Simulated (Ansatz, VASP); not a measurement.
## GdTiH3 in VASP and in Ansatz

File INCAR:

```
PREC = Accurate ; ENCUT = 520
EDIFF = 1E-6 ; ISMEAR = -1
SIGMA = 0.1 ; LREAL = F
LASPH = T ; NELM = 150
ALGO = Normal ; ISIF = 2
LWAVE = F ; LCHARG = T
LMAXMIX = 6 ; LDAU = T
LDAUTYPE = 2 ; LDAUL = -1 -1 3
LDAUU = 0 0 6.44 ; LDAUJ = 0 0 0
LDAUPRINT = 1 ; GGA = PE
LELF = T ; LVHAR = T
NBANDS = 24 ; ISYM = 0
```

File KPOINTS:

```
Automatic mesh
0
Gamma
  6 6 6
```

The input POSCAR:

```
GdTiH3
1.0
    3.6993246600      0.0000000000      0.0000000000
    0.0000000000      3.6993246600      0.0000000000
    0.0000000000      0.0000000000      3.6993246600
Ti H Gd
1 3 1
Direct
    0.0000000000      0.0000000000      0.0000000000
    0.5000000000      0.0000000000      0.0000000000
    0.0000000000      0.5000000000      0.0000000000
    0.0000000000      0.0000000000      0.5000000000
    0.5000000000      0.5000000000      0.5000000000
```

Input for Ansatz:

```yaml
crystal:
  lattice:
    - [3.69932466, 0.0, 0.0]
    - [0.0, 3.69932466, 0.0]
    - [0.0, 0.0, 3.69932466]
  atoms:
    - { symbol: Ti, position: [0.0, 0.0, 0.0] }
    - { symbol: H, position: [0.5, 0.0, 0.0] }
    - { symbol: H, position: [0.0, 0.5, 0.0] }
    - { symbol: H, position: [0.0, 0.0, 0.5] }
    - { symbol: Gd, position: [0.5, 0.5, 0.5] }
  symmetry: { detect: false, time_reversal: true }
kpoints:
  mp_grid: { grid: [6, 6, 6], shift: [0, 0, 0] }
magnetization:
  spin_polarized: false
scf:
  occupations: { method: fermi_dirac }
  lower_state_search: "off"
  max_iter: 200
hamiltonian:
  pseudopotentials: { kind: paw }
  xc: pbe
  hubbard:
    projectors: all-electron-ortho-atomic
    sites: [{ species: Gd, l: f, u_eff: 6.44 }]
basis:
  ecutwfc: 420
  fft_grid_basis: typed
output:
  forces: true
  stress: true
  eigenvalues: true
  bader: true
  populations: true
  elf: true
  write_potential: true
  volumetric_format: npy
  dos:
    e_range: [-12, 8]
    de: 0.05
    projected: { site_lists: { Gd: [Gd], H: [H], Ti: [Ti] } }
checkpoint:
  read: saved_state
```

Alike in both runs: task single point; functional PBE; k mesh 6 × 6 × 6; no spin polarisation; Hubbard terms Gd f U = 6.44 eV.

|  | VASP | Ansatz |
| --- | --- | --- |
| version | VASP 6.6.1 | Ansatz 0.2.0 |
| potentials or method | VASP PAW PBE potentials, release 64 (Ti_sv, H, Gd), cutoff 520 eV | PAW plane waves |
| occupations | fermi-dirac, width 0.1 eV | fermi-dirac |
| valence electrons in the cell | 33 | 33 |

```csv
,VASP,Ansatz,Ansatz less VASP
pressure (GPa),10.1,10.9,+0.83
```

The programs project onto different local orbitals, so the same U acts differently, and such runs can settle in different states. Ansatz's warnings: filled band counts differ across k points.

Neither program's run includes spin-orbit coupling.
